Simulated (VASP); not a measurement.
# HfH3Cl in VASP: a series of runs

The runs below take HfH3Cl through single point, with PBE.

All numbers are computed with VASP 6.6.1; they aren't measurements. Logs are shortened: lines on timing, memory, paths and dates and some standing lists are left out, and cuts for length are marked.

### Step 1. The cell of the first run

The typed cell holds 5 atoms: a = 3.866 Å, b = 3.865 Å, c = 3.865 Å, α = 89.80°, β = 90.00°, γ = 90.00°.

### Step 2. Single point, PBE

File INCAR:

```
PREC = Accurate
ENCUT = 500
EDIFF = 1E-6
ISMEAR = 0
SIGMA = 0.15
LREAL = False
LASPH = True
NELM = 120
ALGO = Normal
ISIF = 2
LWAVE = False
LCHARG = False
GGA = PE
NBANDS = 18
GGA_COMPAT = False
```

File KPOINTS:

```
regular mesh
0
Gamma
  3 3 3
```

File POSCAR:

```
HfH3Cl
1.0
    3.8655492786      0.0000000000      0.0000000000
    0.0000000000      2.7283441595      2.7381209760
    0.0000000000     -2.7283441595      2.7381209760
Hf H Cl
1 3 1
Direct
    0.0000000000      0.5023184020      0.5023184020
    0.0000000000      0.5028528162      0.0022962089
    0.5000000000      0.5019683109      0.5019683109
    0.0000000000      0.0022962089      0.5028528162
    0.5000000000      0.0022652120      0.0022652120
```

Potentials or basis: VASP PAW PBE potentials, release 64 (Hf_pv, H, Cl).

The run is started by

```console
> cat potpaw_PBE.64/Hf_pv/POTCAR potpaw_PBE.64/H/POTCAR potpaw_PBE.64/Cl/POTCAR > POTCAR
> mpirun -np 1 vasp_std > vasp.out
```

OUTCAR:

```text
PREC = Accurate
   ENCUT = 500
   EDIFF = 1E-6
   ISMEAR = 0
   LREAL = False
   LASPH = True
   NELM = 120
   ISIF = 2
   GGA = PE

 ion  position               nearest neighbor table
   1  0.000  0.502  0.502-   2 1.93   4 1.93   2 1.93   4 1.93   3 1.93   3 1.93
   2  0.000  0.503  0.002-   1 1.93   1 1.93
   3  0.500  0.502  0.502-   1 1.93   1 1.93
   4  0.000  0.002  0.503-   1 1.93   1 1.93
   5  0.500  0.002  0.002-

  LATTYP: Found a base centered orthorhombic cell.
 ALAT       =     5.4566883190
 B/A-ratio  =     1.0035834249
 C/A-ratio  =     0.7084057312

  Lattice vectors:

 A1 = (   0.0000000000,   2.7283441595,  -2.7381209760)
 A2 = (   0.0000000000,   2.7283441595,   2.7381209760)
 A3 = (   3.8655492786,   0.0000000000,   0.0000000000)

Analysis of symmetry for initial positions (statically):
=====================================================================
 Subroutine PRICEL returns:
 Original cell was already a primitive cell.

 Routine SETGRP: Setting up the symmetry group for a
 base centered orthorhombic supercell.

 Subroutine GETGRP returns: Found  4 space group operations
 (whereof  4 operations were pure point group operations)
 out of a pool of  8 trial point group operations.

The static configuration has the point symmetry C_2v.

Analysis of symmetry for dynamics (positions and initial velocities):
=====================================================================
 Subroutine PRICEL returns:
 Original cell was already a primitive cell.

 Routine SETGRP: Setting up the symmetry group for a
 base centered orthorhombic supercell.

 Subroutine GETGRP returns: Found  4 space group operations
 (whereof  4 operations were pure point group operations)
 out of a pool of  8 trial point group operations.

The dynamic configuration has the point symmetry C_2v.

 Subroutine INISYM returns: Found  4 space group operations
 (whereof  4 operations are pure point group operations),
 and found     1 'primitive' translations

----------------------------------------------------------------------------------------

                                     Primitive cell

  volume of cell :      57.7555

  direct lattice vectors                    reciprocal lattice vectors
     3.865549279  0.000000000  0.000000000     0.258695447  0.000000000  0.000000000
     0.000000000  2.728344160  2.738120976     0.000000000  0.183261338  0.182606979
[... 74 lines left out ...]
   EDIFF  = 0.1E-05   stopping-criterion for ELM
   LREAL  =      F    real-space projection
   EDIFFG = 0.1E-04   stopping-criterion for IOM
   NSW    =      0    number of steps for IOM
   IBRION =     -1    ionic relax: 0-MD 1-quasi-New 2-CG
   NFREE  =      0    steps in history (QN), initial steepest desc. (CG)
   ISIF   =      2    stress and relaxation
   ISYM   =      2    0-nonsym 1-usesym 2-fastsym
   POTIM  = 0.5000    time-step for ionic-motion
   TEBEG  =    0.0;   TEEND  =   0.0 temperature during run
   PSTRESS=    0.0 pullay stress
   NELECT =      20.0000    total number of electrons
   NUPDOWN=      -1.0000    fix difference up-down
   EMIN   =  10.00;   EMAX   =-10.00  energy-range for DOS
   EFERMI =   0.00;   METHOD = LEGACY
   ISMEAR =     0;   SIGMA  =   0.15  broadening in eV -4-tet -1-fermi 0-gaus
   EFERMI_NEDOS =   21; number of points for ismear=-14 and -15
   IALGO  =     38    algorithm
   IMIX   =      4    mixing-type and parameters
     AMIX     =   0.40;   BMIX     =  1.00
     AMIX_MAG =   1.60;   BMIX_MAG =  1.00
  volume/ion in A,a.u.               =      11.55        77.95
  Fermi-wavevector in a.u.,A,eV,Ry     =   1.149619  2.172464 17.981776  1.321623
  Thomas-Fermi vector in A             =   2.286287
   LORBIT       =      0    0 simple, 1 ext, 2 COOP (PROOUT), +10 PAW based schemes
   GGA     = PE    functional components
   LHFCALC =     F    Hartree Fock is set to
   AEXX    =    0.0000 exact exchange contribution
   IVDW    =     0    specifies the selected vdW correction
   LEPSILON=     F    determine dielectric tensor
   LRPA    =     F    only Hartree local field effects (RPA)
 non-spin polarized calculation
 Gauss-broadening in eV      SIGMA  =   0.15
  energy-cutoff  :      500.00
  volume of cell :       57.76
 maximum number of plane-waves:      1474
   NGX = 15   NGY = 15   NGZ = 15

 number of electron      19.9999999 magnetization

 Free energy of the ion-electron system (eV)
  ---------------------------------------------------
  ext. energy  EPLUGINS =         0.00000000
  ---------------------------------------------------
  free energy    TOTEN  =       -23.06540791 eV

  energy without entropy =      -23.06540791  energy(sigma->0) =      -23.06540791

 E-fermi :   2.3679     XC(G=0):  -9.9068

 val. band max:        1.5477926364   @ k =   0.0000  -0.3333   0.3333
 cond. band min:       4.3307432148   @ k =   0.0000   0.3333   0.3333
 fundamental gap:      2.7829505784
 Fermi energy:         2.3678500023

 k-point     1 :       0.0000    0.0000    0.0000
  band No.  band energies     occupation
      1     -28.8414      2.00000
      2     -28.8407      2.00000
      3     -28.8401      2.00000
      4     -12.2395      2.00000
      5      -3.0490      2.00000
      6      -1.9393      2.00000
[... 145 lines left out ...]
      5      -2.3548      2.00000
      6      -1.4820      2.00000
[... 10 lines left out ...]
     17      13.8631      0.00000
     18      13.8681      0.00000

------------------------ aborting loop because EDIFF is reached ----------------------------------------

  FORCE on cell =-STRESS in cart. coord.  units (eV):
  Direction    XX          YY          ZZ          XY          YZ          ZX
  --------------------------------------------------------------------------------------
  -------------------------------------------------------------------------------------
  Total       -0.3270119     -0.3327883     -0.3143878      0.0000000      0.0000000      0.0000000
  in kB       -9.0715423     -9.2317830     -8.7213408      0.0000000      0.0000000      0.0000000
  external PRESSURE =      -9.0082220 kB  Pullay stress =       0.0000000 kB

 VOLUME and BASIS-vectors are now :
 -----------------------------------------------------------------------------
  energy-cutoff  :      500.00
  volume of cell :       57.76
      direct lattice vectors                 reciprocal lattice vectors
     3.865549279  0.000000000  0.000000000     0.258695447  0.000000000  0.000000000
     0.000000000  2.728344160  2.738120976     0.000000000  0.183261338  0.182606979
     0.000000000 -2.728344160  2.738120976     0.000000000 -0.183261338  0.182606979

 POSITION                                       TOTAL-FORCE (eV/Angst)
 -----------------------------------------------------------------------------------
      0.00000      0.00000      2.75082         0.000000      0.000000     -0.001214
      0.00000      1.36569      1.38316         0.000000     -0.002442     -0.001406
      1.93277      0.00000      2.74890         0.000000      0.000000      0.001335
      0.00000     -1.36569      1.38316         0.000000      0.002442     -0.001406
      1.93277      0.00000      0.01240         0.000000      0.000000      0.002691
 -----------------------------------------------------------------------------------
    total drift:                               -0.000000     -0.000000      0.000316

  FREE ENERGIE OF THE ION-ELECTRON SYSTEM (eV)
  ---------------------------------------------------
  free  energy   TOTEN  =       -23.0654079093 eV

  energy  without entropy=      -23.0654079093  energy(sigma->0) =      -23.06540791
```

OSZICAR:

```text
N       E                     dE             d eps       ncg     rms          rms(c)
DAV:   1     0.658408438003E+02    0.65841E+02   -0.97615E+03   288   0.967E+02
DAV:   2    -0.216887926614E+02   -0.87530E+02   -0.85284E+02   378   0.217E+02
DAV:   3    -0.258317297452E+02   -0.41429E+01   -0.41281E+01   330   0.382E+01
DAV:   4    -0.258745257522E+02   -0.42796E-01   -0.42785E-01   366   0.457E+00
DAV:   5    -0.258749814334E+02   -0.45568E-03   -0.45567E-03   340   0.458E-01    0.432E+01
DAV:   6    -0.235209953648E+02    0.23540E+01   -0.29903E+00   318   0.832E+00    0.286E+01
DAV:   7    -0.231785403248E+02    0.34246E+00   -0.35427E+00   320   0.884E+00    0.618E+00
DAV:   8    -0.231098156355E+02    0.68725E-01   -0.13335E+00   314   0.520E+00    0.131E+00
DAV:   9    -0.230759624493E+02    0.33853E-01   -0.38395E-01   316   0.282E+00    0.147E+00
DAV:  10    -0.230651792700E+02    0.10783E-01   -0.52739E-02   320   0.104E+00    0.821E-01
DAV:  11    -0.230656517067E+02   -0.47244E-03   -0.25642E-03   352   0.293E-01    0.158E-01
DAV:  12    -0.230654263106E+02    0.22540E-03   -0.50175E-04   322   0.110E-01    0.803E-02
DAV:  13    -0.230654081197E+02    0.18191E-04   -0.16775E-04   318   0.699E-02    0.950E-03
DAV:  14    -0.230654081282E+02   -0.84369E-08   -0.10924E-05   356   0.192E-02    0.107E-02
DAV:  15    -0.230654079093E+02    0.21887E-06   -0.24830E-07   194   0.349E-03
   1 F= -.23065408E+02 E0= -.23065408E+02  d E =-.300806E-14
```

stdout:

```text
POSCAR found type information on POSCAR HfH Cl
 POSCAR found :  3 types and       5 ions
 scaLAPACK will be used
 LDA part: xc-table for (Slater+PW92), standard interpolation
 POSCAR, INCAR and KPOINTS ok, starting setup
 FFT: planning ... GRIDC
 FFT: planning ... GRID_SOFT
 FFT: planning ... GRID
 WAVECAR not read
 entering main loop
```

Wall time 7.3 s (1 thread of Intel Xeon Platinum 8559C (Emerald Rapids), shared host); peak memory 0.15 GiB.

Results:

* Free energy: -23.0654 eV
* Pressure: -0.9 GPa
* Band gap on the k mesh: 2.78 eV, indirect (least direct gap 2.79 eV)

Forces on the atoms (eV/Å):
```
Hf   0.000  0.000 -0.001
H    0.000 -0.002 -0.001
H    0.000  0.000  0.001
H    0.000  0.002 -0.001
Cl   0.000  0.000  0.003
```

Caveat: the k points lie up to 0.54 Å⁻¹ apart; spin-orbit coupling is left out, which moves the levels of the heavy elements. Expect the measured gap to be larger: semilocal functionals such as PBE lack the derivative discontinuity.

### Step 3. Single point, PBE

This run uses another cell than the first one, of 11.60 Å³/atom, 1.004 times its volume.

File INCAR:

```
  PREC = Accurate
  ENCUT = 500
  EDIFF = 1E-6
  ISMEAR = 0
  SIGMA = 0.15
  LREAL = False
  LASPH = True
  NELM = 120
  ALGO = Normal
  ISIF = 2
  LWAVE = False
  LCHARG = False
  GGA = PE
  NBANDS = 18
  GGA_COMPAT = False
```

File KPOINTS:

```
Automatic mesh
0
Gamma
  3 3 3
```

File POSCAR:

```
HfH3Cl
1.0
    2.7152823172     -2.7603334067      0.0000000000
    2.7152823172      2.7603334067      0.0000000000
    0.0000000000      0.0000000000      3.8701672402
Hf H Cl
1 3 1
Direct
    0.5000000000      0.5000000000      0.0000000000
    0.5000000000      0.5000000000      0.5000000000
    0.5000000000      0.0000000000      0.0000000000
    0.0000000000      0.5000000000      0.0000000000
    0.0000000000      0.0000000000      0.5000000000
```

Potentials or basis: VASP PAW PBE potentials, release 64 (Hf_pv, H, Cl).

The run is started by

```console
> cat potpaw_PBE.64/Hf_pv/POTCAR potpaw_PBE.64/H/POTCAR potpaw_PBE.64/Cl/POTCAR > POTCAR
> mpirun -np 1 vasp_std > vasp.out
```

Run time: 9.2 s. Hardware: 1 thread of Intel Xeon Platinum 8559C (Emerald Rapids), shared host; peak memory 0.15 GiB.

Results (log left out):

```
Free energy            : -23.0643 eV
Pressure               : -1.2 GPa
Band gap on the k mesh : 2.74 eV, indirect (least direct gap 2.77 eV)
```

Stress tensor (GPa, compression positive):
```
-1.38  0.00  0.00
 0.00 -1.14  0.00
 0.00  0.00 -1.19
```

Levels at points of the mesh, in eV from the valence-band top:
```
           k point  band 6  band 7  band 8  band 9  band 10  band 11  band 12  band 13  band 14  band 15
(0.00, 0.00, 0.00)   -3.49   -3.48   -1.50   -1.47    -1.44     3.79     3.81     3.84    10.45    10.45
```

Caveat: the k points lie up to 0.54 Å⁻¹ apart; spin-orbit coupling is left out, which moves the levels of the heavy elements. A k mesh can miss the band edges.
